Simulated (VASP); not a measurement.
# MgSe (Fm-3m) in VASP: a series of runs

The runs below take MgSe through single point, with r2SCAN.

Program: VASP 6.6.1. These are calculated values, not measurements. Logs are shortened: lines on timing, memory, paths and dates and some standing lists are left out, and cuts for length are marked.

### 1 The cell of the first run

The structure is cubic, space group Fm-3m (No. 225). The conventional cell has a = 5.013 Å, b = 5.013 Å, c = 5.013 Å, α = 90.00°, β = 90.00°, γ = 90.00°. Within 3.3 Å of Mg (site symmetry m-3m) lie 6 Se at 2.51 Å. Within 3.3 Å of Se (site symmetry m-3m) lie 6 Mg at 2.51 Å.

### 2 Single point, r2SCAN

POSCAR

```
MgSe
1.0
    0.0000000000      2.5063481818      2.5063481818
    2.5063481818      0.0000000000      2.5063481818
    2.5063481818      2.5063481818      0.0000000000
Mg Se
1 1
Direct
    0.0000000000      0.0000000000      0.0000000000
    0.5000000000      0.5000000000      0.5000000000
```

INCAR.step1

```
PREC = Accurate ; ENCUT = 660
ISMEAR = 0 ; SIGMA = 0.01
LREAL = False ; LASPH = True
NELM = 120 ; NBANDS = 11
GGA = PE ; ALGO = Normal
EDIFF = 1E-5 ; LWAVE = True
LCHARG = False ; GGA_COMPAT = False
```

INCAR.step2

```
PREC = Accurate ; ENCUT = 660
EDIFF = 1E-6 ; ISMEAR = 0
SIGMA = 0.01 ; LREAL = False
LASPH = True ; NELM = 120
ALGO = Normal ; ISIF = 2
LWAVE = False ; LCHARG = False
METAGGA = R2SCAN ; LMIXTAU = True
NBANDS = 11 ; ISTART = 1
GGA_COMPAT = False
```

KPOINTS

```
regular mesh
0
Gamma
  5 5 5
```

Potentials or basis: VASP PAW PBE potentials, release 64 (Mg, Se).

On the command line:

```bash
> cat potpaw_PBE.64/Mg/POTCAR potpaw_PBE.64/Se/POTCAR > POTCAR
> cp INCAR.step1 INCAR
> mpirun -np 1 vasp_std > vasp.out
> cp INCAR.step2 INCAR
> mpirun -np 1 vasp_std > vasp.out
```

OUTCAR:

```text
PREC = Accurate
   ENCUT = 660
   EDIFF = 1E-6
   ISMEAR = 0
   LREAL = False
   LASPH = True
   NELM = 120
   ISIF = 2
   METAGGA = R2SCAN
   ISTART = 1

 ion  position               nearest neighbor table
   1  0.000  0.000  0.000-   2 2.51   2 2.51   2 2.51   2 2.51   2 2.51   2 2.51
   2  0.500  0.500  0.500-   1 2.51   1 2.51   1 2.51   1 2.51   1 2.51   1 2.51

  LATTYP: Found a face centered cubic cell.
 ALAT       =     5.0126963636

  Lattice vectors:

 A1 = (   0.0000000000,   2.5063481818,   2.5063481818)
 A2 = (   2.5063481818,   0.0000000000,   2.5063481818)
 A3 = (   2.5063481818,   2.5063481818,   0.0000000000)

Analysis of symmetry for initial positions (statically):
=====================================================================
 Subroutine PRICEL returns:
 Original cell was already a primitive cell.

 Routine SETGRP: Setting up the symmetry group for a
 face centered cubic supercell.

 Subroutine GETGRP returns: Found 48 space group operations
 (whereof 48 operations were pure point group operations)
 out of a pool of 48 trial point group operations.

The static configuration has the point symmetry O_h .

Analysis of symmetry for dynamics (positions and initial velocities):
=====================================================================
 Subroutine PRICEL returns:
 Original cell was already a primitive cell.

 Routine SETGRP: Setting up the symmetry group for a
 face centered cubic supercell.

 Subroutine GETGRP returns: Found 48 space group operations
 (whereof 48 operations were pure point group operations)
 out of a pool of 48 trial point group operations.

The dynamic configuration has the point symmetry O_h .

 Subroutine INISYM returns: Found 48 space group operations
 (whereof 48 operations are pure point group operations),
 and found     1 'primitive' translations

----------------------------------------------------------------------------------------

                                     Primitive cell

  volume of cell :      31.4887

  direct lattice vectors                    reciprocal lattice vectors
     0.000000000  2.506348182  2.506348182    -0.199493432  0.199493432  0.199493432
     2.506348182  0.000000000  2.506348182     0.199493432 -0.199493432  0.199493432
     2.506348182  2.506348182  0.000000000     0.199493432  0.199493432 -0.199493432

  length of vectors
     3.544511591  3.544511591  3.544511591     0.345532760  0.345532760  0.345532760

  position of ions in fractional coordinates (direct lattice)
     0.000000000  0.000000000  0.000000000
[... 73 lines left out ...]
   PSTRESS=    0.0 pullay stress
   NELECT =       8.0000    total number of electrons
   NUPDOWN=      -1.0000    fix difference up-down
   EMIN   =  10.00;   EMAX   =-10.00  energy-range for DOS
   EFERMI =   0.00;   METHOD = LEGACY
   ISMEAR =     0;   SIGMA  =   0.01  broadening in eV -4-tet -1-fermi 0-gaus
   EFERMI_NEDOS =   21; number of points for ismear=-14 and -15
   IALGO  =     38    algorithm
   IMIX   =      4    mixing-type and parameters
     AMIX     =   0.40;   BMIX     =  1.00
     AMIX_MAG =   1.60;   BMIX_MAG =  1.00
  volume/ion in A,a.u.               =      15.74       106.25
  Fermi-wavevector in a.u.,A,eV,Ry     =   1.036860  1.959381 14.627331  1.075079
  Thomas-Fermi vector in A             =   2.171271
   LORBIT       =      0    0 simple, 1 ext, 2 COOP (PROOUT), +10 PAW based schemes
   METAGGA = R2SCAN    functional components
   LHFCALC =     F    Hartree Fock is set to
   AEXX    =    0.0000 exact exchange contribution
   IVDW    =     0    specifies the selected vdW correction
   LEPSILON=     F    determine dielectric tensor
   LRPA    =     F    only Hartree local field effects (RPA)
 non-spin polarized calculation
 Gauss-broadening in eV      SIGMA  =   0.01
  energy-cutoff  :      660.00
  volume of cell :       31.49
 maximum number of plane-waves:      1243
 NGX is ok and might be reduce to    30
   NGX = 15   NGY = 15   NGZ = 15

 number of electron       8.0000000 magnetization

 Free energy of the ion-electron system (eV)
  ---------------------------------------------------
  ext. energy  EPLUGINS =         0.00000000
  ---------------------------------------------------
  free energy    TOTEN  =       -20.67178925 eV

  energy without entropy =      -20.67178925  energy(sigma->0) =      -20.67178925

 E-fermi :   5.5414     XC(G=0): -10.9973

 val. band max:        5.4385773432   @ k =   0.0000   0.0000   0.0000
 cond. band min:       8.7557311112   @ k =   0.4000   0.4000   0.0000
 fundamental gap:      3.3171537680
 Fermi energy:         5.5414481003

 k-point     1 :       0.0000    0.0000    0.0000
  band No.  band energies     occupation
      1      -9.7084      2.00000
      2       5.4386      2.00000
      3       5.4386      2.00000
      4       5.4386      2.00000
      5      11.1028      0.00000
      6      13.2080      0.00000
      7      13.2080      0.00000
      8      13.2080      0.00000
      9      16.4055      0.00000
     10      16.4055      0.00000
     11      17.6600      0.00000
[... 113 lines left out ...]
 k-point    10 :      -0.4000    0.4000    0.2000
  band No.  band energies     occupation
      1      -7.3841      2.00000
      2       0.1998      2.00000
      3       1.4254      2.00000
      4       2.7525      2.00000
      5      11.2529      0.00000
      6      12.6335      0.00000
      7      13.5450      0.00000
      8      16.9688      0.00000
      9      20.1071      0.00000
     10      20.5359      0.00000
     11      24.2226      0.00000

------------------------ aborting loop because EDIFF is reached ----------------------------------------

  FORCE on cell =-STRESS in cart. coord.  units (eV):
  Direction    XX          YY          ZZ          XY          YZ          ZX
  --------------------------------------------------------------------------------------
  -------------------------------------------------------------------------------------
  Total        5.8471894      5.8471894      5.8471894      0.0000000      0.0000000     -0.0000000
  in kB      297.5113484    297.5113484    297.5113484      0.0000000      0.0000000     -0.0000000
  external PRESSURE =     297.5113484 kB  Pullay stress =       0.0000000 kB

 VOLUME and BASIS-vectors are now :
 -----------------------------------------------------------------------------
  energy-cutoff  :      660.00
  volume of cell :       31.49
      direct lattice vectors                 reciprocal lattice vectors
     0.000000000  2.506348182  2.506348182    -0.199493432  0.199493432  0.199493432
     2.506348182  0.000000000  2.506348182     0.199493432 -0.199493432  0.199493432
     2.506348182  2.506348182  0.000000000     0.199493432  0.199493432 -0.199493432

 POSITION                                       TOTAL-FORCE (eV/Angst)
 -----------------------------------------------------------------------------------
      0.00000      0.00000      0.00000         0.000000      0.000000      0.000000
      2.50635      2.50635      2.50635        -0.000000     -0.000000      0.000000
 -----------------------------------------------------------------------------------
    total drift:                               -0.000000     -0.000000      0.000000

  FREE ENERGIE OF THE ION-ELECTRON SYSTEM (eV)
  ---------------------------------------------------
  free  energy   TOTEN  =       -20.6717892451 eV

  energy  without entropy=      -20.6717892451  energy(sigma->0) =      -20.67178925
```

OUTCAR.step1:

```text
PREC = Accurate
   ENCUT = 660
   ISMEAR = 0
   LREAL = False
   LASPH = True
[... 345 lines left out ...]
      0.00000      0.00000      0.00000         0.000000     -0.000000     -0.000000
      2.50635      2.50635      2.50635        -0.000000      0.000000      0.000000
 -----------------------------------------------------------------------------------
    total drift:                               -0.000000     -0.000000      0.000000

  FREE ENERGIE OF THE ION-ELECTRON SYSTEM (eV)
  ---------------------------------------------------
  free  energy   TOTEN  =        -6.6930054900 eV

  energy  without entropy=       -6.6930054900  energy(sigma->0) =       -6.69300549
```

It took 42 s on 1 thread of Intel Xeon 6455B, shared host; peak memory 0.17 GiB.

Results:

```
Free energy            : -20.6718 eV
Pressure               : 29.8 GPa
Band gap on the k mesh : 3.32 eV, indirect (least direct gap 5.66 eV)
```

Levels at points of the mesh, in eV from the valence-band top:
```
           k point  band 1  band 2  band 3  band 4  band 5  band 6  band 7  band 8  band 9
(0.00, 0.00, 0.00)  -15.15    0.00    0.00    0.00    5.66    7.77    7.77    7.77   10.97
```

Caveat: the k points lie up to 0.43 Å⁻¹ apart; the PAW data sets were made with another functional, which shifts forces and pressure a little. r2SCAN opens gaps a little over a GGA but as a rule still falls short of measured ones.

### 3 Single point, r2SCAN

POSCAR

```
MgSe
1.0
    0.0000000000      2.5063481823      2.5063481823
    2.5063481823      0.0000000000      2.5063481823
    2.5063481823      2.5063481823      0.0000000000
Mg Se
1 1
Direct
    0.0000000000      0.0000000000      0.0000000000
    0.5000000000      0.5000000000      0.5000000000
```

INCAR.step1

```
SYSTEM = MgSe
  PREC = Accurate
  ENCUT = 660
  ISMEAR = 0
  SIGMA = 0.01
  LREAL = .FALSE.
  LASPH = .TRUE.
  NELM = 120
  NBANDS = 11
  GGA = PE
  ALGO = Normal
  EDIFF = 1E-5
  LWAVE = .TRUE.
  LCHARG = .FALSE.
  GGA_COMPAT = .FALSE.
```

INCAR.step2

```
SYSTEM = MgSe
  PREC = Accurate
  ENCUT = 660
  EDIFF = 1E-6
  ISMEAR = 0
  SIGMA = 0.01
  LREAL = .FALSE.
  LASPH = .TRUE.
  NELM = 120
  ALGO = Normal
  ISIF = 2
  LWAVE = .FALSE.
  LCHARG = .FALSE.
  METAGGA = R2SCAN
  LMIXTAU = .TRUE.
  NBANDS = 11
  ISTART = 1
  GGA_COMPAT = .FALSE.
```

KPOINTS

```
Automatic mesh
0
G
  5 5 5
  0 0 0
```

Potentials or basis: VASP PAW PBE potentials, release 64 (Mg, Se).

On the command line:

```bash
> cat potpaw_PBE.64/Mg/POTCAR potpaw_PBE.64/Se/POTCAR > POTCAR
> cp INCAR.step1 INCAR
> mpirun -np 1 vasp_std > vasp.out
> cp INCAR.step2 INCAR
> mpirun -np 1 vasp_std > vasp.out
```

Run time: 46 s. Hardware: 1 thread of Intel Xeon 6455B, shared host; peak memory 0.18 GiB.

Results (log left out):

```yaml
Free_energy: -20.6718 eV
Pressure: 29.8 GPa
Band_gap_on_the_k_mesh: 3.32 eV, indirect (least direct gap 5.66 eV)
```

Levels at points of the mesh, in eV from the valence-band top:
```csv
k point,band 1,band 2,band 3,band 4,band 5,band 6,band 7,band 8,band 9
"(0.00, 0.00, 0.00)",-15.15,0.00,0.00,0.00,5.66,7.77,7.77,7.77,10.97
```

Caveat: the k points lie up to 0.43 Å⁻¹ apart; the PAW data sets were made with another functional, which shifts forces and pressure a little.
